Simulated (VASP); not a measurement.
# Lu (P6/mmm) in VASP: a series of runs

The runs below take Lu through single point, with PBEsol.

All numbers are computed with VASP 6.6.1; they aren't measurements. Logs are shortened: lines on timing, memory, paths and dates and some standing lists are left out, and cuts for length are marked.

**1. The cell of the first run**

Symmetry: P6/mmm, No. 191, hexagonal system. Conventional cell: a = 5.178 Å, b = 5.178 Å, c = 3.252 Å, α = 90.00°, β = 90.00°, γ = 120.00°. Lu (site symmetry 6/mmm) has 14 Lu at 3.25 to 3.40 Å within 4.3 Å. Within 3.9 Å of Lu (site symmetry -6m2) lie 11 Lu at 2.99 to 3.40 Å.

**2. Single point, PBEsol (volume scaled by 0.92)**

Input file INCAR:

```
PREC     = Accurate       # precision mode
ENCUT    = 520            # plane-wave cutoff, eV
EDIFF    = 1E-6           # SCF threshold, eV
ISMEAR   = -1             # smearing method
SIGMA    = 0.1            # smearing width, eV
LREAL    = False          # projectors in reciprocal space
LASPH    = True           # aspherical terms in the spheres
NELM     = 100            # most SCF steps
ALGO     = Normal         # electronic algorithm
ISIF     = 2              # what is computed and relaxed
LWAVE    = False          # write WAVECAR
LCHARG   = False          # write CHGCAR
GGA      = PS             # functional
NBANDS   = 44             # bands
```

Input file KPOINTS:

```
Automatic mesh
0
Gamma
  8 8 11
```

Input file POSCAR:

```
Lu
1.0
    5.1783401355      0.0000000000      0.0000000000
   -2.5891700677      4.4845741068      0.0000000000
    0.0000000000      0.0000000000      3.2523499811
Lu
3
Direct
    1.0000000000      0.0000000000      1.0000000000
    0.3333333333      0.6666666667      0.5000000000
    0.6666666667      0.3333333333      0.5000000000
```

Potentials or basis: VASP PAW PBE potentials, release 64 (Lu).

Launch:

```console
> cat potpaw_PBE.64/Lu/POTCAR > POTCAR
> mpirun -np 1 vasp_std > vasp.out
```

OUTCAR:

```text
PREC = Accurate
   ENCUT = 520
   EDIFF = 1E-6
   ISMEAR = -1
   LREAL = False
   LASPH = True
   NELM = 100
   ISIF = 2
   GGA = PS

 ion  position               nearest neighbor table
   1  0.000  0.000  0.000-   2 3.40   3 3.40   2 3.40   3 3.40   2 3.40   2 3.40   3 3.40   3 3.40
                             3 3.40   3 3.40   2 3.40   2 3.40
   2  0.333  0.667  0.500-   3 2.99   3 2.99   3 2.99   1 3.40   1 3.40   1 3.40   1 3.40   1 3.40
                             1 3.40
   3  0.667  0.333  0.500-   2 2.99   2 2.99   2 2.99   1 3.40   1 3.40   1 3.40   1 3.40   1 3.40
                             1 3.40

  LATTYP: Found a hexagonal cell.
 ALAT       =     5.1783401355
 C/A-ratio  =     0.6280680481

  Lattice vectors:

 A1 = (   5.1783401355,   0.0000000000,   0.0000000000)
 A2 = (  -2.5891700677,   4.4845741068,   0.0000000000)
 A3 = (   0.0000000000,   0.0000000000,   3.2523499811)

Analysis of symmetry for initial positions (statically):
=====================================================================
 Subroutine PRICEL returns:
 Original cell was already a primitive cell.

 Routine SETGRP: Setting up the symmetry group for a
 hexagonal supercell.

 Subroutine GETGRP returns: Found 24 space group operations
 (whereof 24 operations were pure point group operations)
 out of a pool of 24 trial point group operations.

The static configuration has the point symmetry D_6h.

Analysis of symmetry for dynamics (positions and initial velocities):
=====================================================================
 Subroutine PRICEL returns:
 Original cell was already a primitive cell.

 Routine SETGRP: Setting up the symmetry group for a
 hexagonal supercell.

 Subroutine GETGRP returns: Found 24 space group operations
 (whereof 24 operations were pure point group operations)
 out of a pool of 24 trial point group operations.

The dynamic configuration has the point symmetry D_6h.

 Subroutine INISYM returns: Found 24 space group operations
 (whereof 24 operations are pure point group operations),
 and found     1 'primitive' translations

----------------------------------------------------------------------------------------

                                     Primitive cell

  volume of cell :      75.5282

  direct lattice vectors                    reciprocal lattice vectors
     5.178340136  0.000000000  0.000000000     0.193112073  0.111493308  0.000000000
    -2.589170068  4.484574107  0.000000000     0.000000000  0.222986615  0.000000000
     0.000000000  0.000000000  3.252349981     0.000000000  0.000000000  0.307469985

  length of vectors
     5.178340136  5.178340135  3.252349981     0.222986615  0.222986615  0.307469985

  position of ions in fractional coordinates (direct lattice)
     0.000000000  0.000000000  0.000000000
     0.333333333  0.666666667  0.500000000
     0.666666667  0.333333333  0.500000000

  ion indices of the primitive-cell ions
   primitive index   ion index
                 1           1
                 2           2
                 3           3

----------------------------------------------------------------------------------------

 KPOINTS: Automatic mesh

Automatic generation of k-mesh.
 Grid dimensions read from file:
 generate k-points for:    8    8   11

 Generating k-lattice:

  Cartesian coordinates                     Fractional coordinates (reciprocal lattice)
     0.024139009  0.013936663  0.000000000     0.125000000  0.000000000  0.000000000
     0.000000000  0.027873327  0.000000000     0.000000000  0.125000000  0.000000000
     0.000000000  0.000000000  0.027951817     0.000000000  0.000000000  0.090909091

  Length of vectors
     0.027873327  0.027873327  0.027951817

  Shift w.r.t. Gamma in fractional coordinates (k-lattice)
     0.000000000  0.000000000  0.000000000

 Subroutine IBZKPT returns following result:
 ===========================================

 Found     60 irreducible k-points:

 Following reciprocal coordinates:
            Coordinates               Weight
  0.000000  0.000000  0.000000      1.000000
  0.125000  0.000000  0.000000      6.000000
  0.250000  0.000000  0.000000      6.000000
  0.375000  0.000000  0.000000      6.000000
  0.500000  0.000000  0.000000      3.000000
  0.125000  0.125000  0.000000      6.000000
[... 16 lines left out ...]
  0.250000  0.000000  0.181818     12.000000
  0.375000  0.000000  0.181818     12.000000
 [... further k-points ...]
   k-points           NKPTS =     60   k-points in BZ     NKDIM =     60   number of bands    NBANDS=     44
   number of dos      NEDOS =    301   number of ions     NIONS =      3
   total plane-waves  NPLWV =  38400
   dimension x,y,z NGX =    40 NGY =   40 NGZ =   24
   dimension x,y,z NGXF=    80 NGYF=   80 NGZF=   48
   ions per type =               3
   NGX,Y,Z   is equivalent  to a cutoff of  12.84, 12.84, 12.27 a.u.
   NGXF,Y,Z  is equivalent  to a cutoff of  25.68, 25.68, 24.54 a.u.
 SYSTEM =  unknown system
   PREC   = accura    normal or accurate (medium, high low for compatibility)
   ISTART =      0    job   : 0-new  1-cont  2-samecut
   ICHARG =      2    charge: 1-file 2-atom 10-const
   ISPIN  =      1    spin polarized calculation?
   LNONCOLLINEAR =      F non collinear calculations
   LSORBIT =      F    spin-orbit coupling
   LASPH  =      T    aspherical Exc in radial PAW
   ENCUT  =  520.0 eV  38.22 Ry    6.18 a.u.   9.63  9.63  6.05*2*pi/ulx,y,z
   NELM   =    100;   NELMIN=  2; NELMDL= -5     # of ELM steps
   EDIFF  = 0.1E-05   stopping-criterion for ELM
   LREAL  =      F    real-space projection
   EDIFFG = 0.1E-04   stopping-criterion for IOM
   NSW    =      0    number of steps for IOM
   IBRION =     -1    ionic relax: 0-MD 1-quasi-New 2-CG
   NFREE  =      0    steps in history (QN), initial steepest desc. (CG)
   ISIF   =      2    stress and relaxation
   ISYM   =      2    0-nonsym 1-usesym 2-fastsym
   POTIM  = 0.5000    time-step for ionic-motion
   TEBEG  =    0.0;   TEEND  =   0.0 temperature during run
   PSTRESS=    0.0 pullay stress
   NELECT =      75.0000    total number of electrons
   NUPDOWN=      -1.0000    fix difference up-down
   EMIN   =  10.00;   EMAX   =-10.00  energy-range for DOS
   EFERMI =   0.00;   METHOD = LEGACY
   ISMEAR =    -1;   SIGMA  =   0.10  broadening in eV -4-tet -1-fermi 0-gaus
   EFERMI_NEDOS =   21; number of points for ismear=-14 and -15
   IALGO  =     38    algorithm
   IMIX   =      4    mixing-type and parameters
     AMIX     =   0.40;   BMIX     =  1.00
     AMIX_MAG =   1.60;   BMIX_MAG =  1.00
  volume/ion in A,a.u.               =      25.18       169.90
  Fermi-wavevector in a.u.,A,eV,Ry     =   1.633273  3.086439 36.294659  2.667582
  Thomas-Fermi vector in A             =   2.725106
   LORBIT       =      0    0 simple, 1 ext, 2 COOP (PROOUT), +10 PAW based schemes
   GGA     = PS    functional components
   LHFCALC =     F    Hartree Fock is set to
   AEXX    =    0.0000 exact exchange contribution
   IVDW    =     0    specifies the selected vdW correction
   LEPSILON=     F    determine dielectric tensor
   LRPA    =     F    only Hartree local field effects (RPA)
 non-spin polarized calculation
  energy-cutoff  :      520.00
  volume of cell :       75.53
 maximum number of plane-waves:      2089
 NGX is ok and might be reduce to    40
   NGX = 19   NGY = 19   NGZ = 13

 number of electron      75.0000020 magnetization

 Free energy of the ion-electron system (eV)
  ---------------------------------------------------
  ext. energy  EPLUGINS =         0.00000000
  ---------------------------------------------------
  free energy    TOTEN  =       -14.56860400 eV

  energy without entropy =      -14.41896399  energy(sigma->0) =      -14.49378399

 E-fermi :   2.5878     XC(G=0): -11.5040

 val. band max:        2.5838342636   @ k =   0.2500   0.1250   0.0000
 cond. band min:       2.5947787958   @ k =   0.1250   0.0000   0.0000
 fundamental gap:      0.0109445322
 Fermi energy:         2.5877910892

 k-point     1 :       0.0000    0.0000    0.0000
  band No.  band energies     occupation
      1     -53.3279      2.00000
      2     -53.2292      2.00000
      3     -53.1259      2.00000
      4     -24.3420      2.00000
      5     -24.3420      2.00000
      6     -23.9914      2.00000
[... 36 lines left out ...]
     43       5.8211      0.00000
     44       6.3554      0.00000

 k-point     2 :       0.1250    0.0000    0.0000
  band No.  band energies     occupation
      1     -53.3243      2.00000
      2     -53.2324      2.00000
      3     -53.1263      2.00000
      4     -24.3719      2.00000
      5     -24.3452      2.00000
      6     -23.9524      2.00000
[... 36 lines left out ...]
     43       5.8553      0.00000
     44       5.9640      0.00000

 k-point     3 :       0.2500    0.0000    0.0000
  band No.  band energies     occupation
      1     -53.3145      2.00000
      2     -53.2414      2.00000
      3     -53.1273      2.00000
      4     -24.4287      2.00000
      5     -24.3258      2.00000
      6     -23.8693      2.00000
[... 36 lines left out ...]
     43       5.4371      0.00000
     44       5.7851      0.00000

 k-point     4 :       0.3750    0.0000    0.0000
  band No.  band energies     occupation
      1     -53.3012      2.00000
      2     -53.2538      2.00000
      3     -53.1283      2.00000
      4     -24.4739      2.00000
      5     -24.2582      2.00000
      6     -23.8687      2.00000
[... 882 lines left out ...]
     43       5.6602      0.00000
     44       5.6908      0.00000

 k-point    23 :       0.2500    0.0000    0.1818
  band No.  band energies     occupation
      1     -53.3073      2.00000
      2     -53.2351      2.00000
      3     -53.1214      2.00000
      4     -24.3951      2.00000
      5     -24.3008      2.00000
      6     -23.9573      2.00000
[... 36 lines left out ...]
     43       5.1520      0.00000
     44       5.7386      0.00000

 k-point    24 :       0.3750    0.0000    0.1818
  band No.  band energies     occupation
      1     -53.2945      2.00000
      2     -53.2474      2.00000
      3     -53.1221      2.00000
      4     -24.4342      2.00000
      5     -24.2463      2.00000
      6     -23.9579      2.00000
[... 36 lines left out ...]
     43       5.0042      0.00000
     44       5.9799      0.00000

 [... further k-points ...]

------------------------ aborting loop because EDIFF is reached ----------------------------------------

  FORCE on cell =-STRESS in cart. coord.  units (eV):
  Direction    XX          YY          ZZ          XY          YZ          ZX
  --------------------------------------------------------------------------------------
  -------------------------------------------------------------------------------------
  Total        2.3769776      2.3769776      2.1305825      0.0000000      0.0000000      0.0000000
  in kB       50.4227598     50.4227598     45.1959872      0.0000000      0.0000000      0.0000000
  external PRESSURE =      48.6805023 kB  Pullay stress =       0.0000000 kB

 VOLUME and BASIS-vectors are now :
 -----------------------------------------------------------------------------
  energy-cutoff  :      520.00
  volume of cell :       75.53
      direct lattice vectors                 reciprocal lattice vectors
     5.178340136  0.000000000  0.000000000     0.193112073  0.111493308  0.000000000
    -2.589170068  4.484574107  0.000000000     0.000000000  0.222986615  0.000000000
     0.000000000  0.000000000  3.252349981     0.000000000  0.000000000  0.307469985

 POSITION                                       TOTAL-FORCE (eV/Angst)
 -----------------------------------------------------------------------------------
      0.00000      0.00000      0.00000         0.000000      0.000000      0.000000
     -0.00000      2.98972      1.62617        -0.000000      0.000000      0.000000
      2.58917      1.49486      1.62617         0.000000      0.000000     -0.000000
 -----------------------------------------------------------------------------------
    total drift:                               -0.000000      0.000000      0.000000

  FREE ENERGIE OF THE ION-ELECTRON SYSTEM (eV)
  ---------------------------------------------------
  free  energy   TOTEN  =       -14.5686040023 eV

  energy  without entropy=      -14.4189639877  energy(sigma->0) =      -14.49378399
```

Run time: 3.6 min. Hardware: 1 thread of Intel Xeon 6975P-C, shared host; peak memory 0.29 GiB.

What came out:

```yaml
Free_energy: -14.5686 eV
Pressure: 4.9 GPa
```

Caveat: the PAW data sets were made with another functional, which shifts forces and pressure a little; spin-orbit coupling is left out, which moves the levels of the heavy elements.

**3. Single point, PBEsol (volume scaled by 0.96)**

Input file INCAR:

```
ALGO     = Normal         # electronic algorithm
EDIFF    = 1E-6           # SCF threshold, eV
ENCUT    = 520            # plane-wave cutoff, eV
GGA      = PS             # functional
ISIF     = 2              # what is computed and relaxed
ISMEAR   = -1             # smearing method
LASPH    = T              # aspherical terms in the spheres
LCHARG   = F              # write CHGCAR
LREAL    = F              # projectors in reciprocal space
LWAVE    = F              # write WAVECAR
NBANDS   = 44             # bands
NELM     = 60             # most SCF steps
PREC     = Accurate       # precision mode
SIGMA    = 0.1            # smearing width, eV
```

Input file KPOINTS:

```
k-points
0
Gamma
  8 8 11
```

Input file POSCAR:

```
Lu
1.0
    5.2523264191      0.0000000000      0.0000000000
   -2.6261632095      4.5486481079      0.0000000000
    0.0000000000      0.0000000000      3.2988184018
Lu
3
Direct
    1.0000000000      0.0000000000      1.0000000000
    0.3333333333      0.6666666667      0.5000000000
    0.6666666667      0.3333333333      0.5000000000
```

Potentials or basis: VASP PAW PBE potentials, release 64 (Lu).

Launch:

```console
> cat potpaw_PBE.64/Lu/POTCAR > POTCAR
> mpirun -np 1 vasp_std > vasp.out
```

Wall time 4.1 min (1 thread of Intel Xeon 6975P-C, shared host); peak memory 0.31 GiB.

It converged, with:

* Free energy: -14.6417 eV
* Pressure: 2.9 GPa

Stress tensor (GPa, compression positive):
```
2.97 0.00 0.00
0.00 2.97 0.00
0.00 0.00 2.76
```

Levels at points of the mesh, in eV from the Fermi level:
```tsv
k point	band 34	band 35	band 36	band 37	band 38	band 39	band 40	band 41
(0.00, 0.00, 0.00)	-4.54	-1.32	0.08	0.08	0.14	0.14	0.26	2.24
(0.50, 0.00, 0.00)	-3.80	-3.75	-2.48	0.55	0.74	0.78	1.20	1.27
```

Caveat: the PAW data sets were made with another functional, which shifts forces and pressure a little; spin-orbit coupling is left out, which moves the levels of the heavy elements.
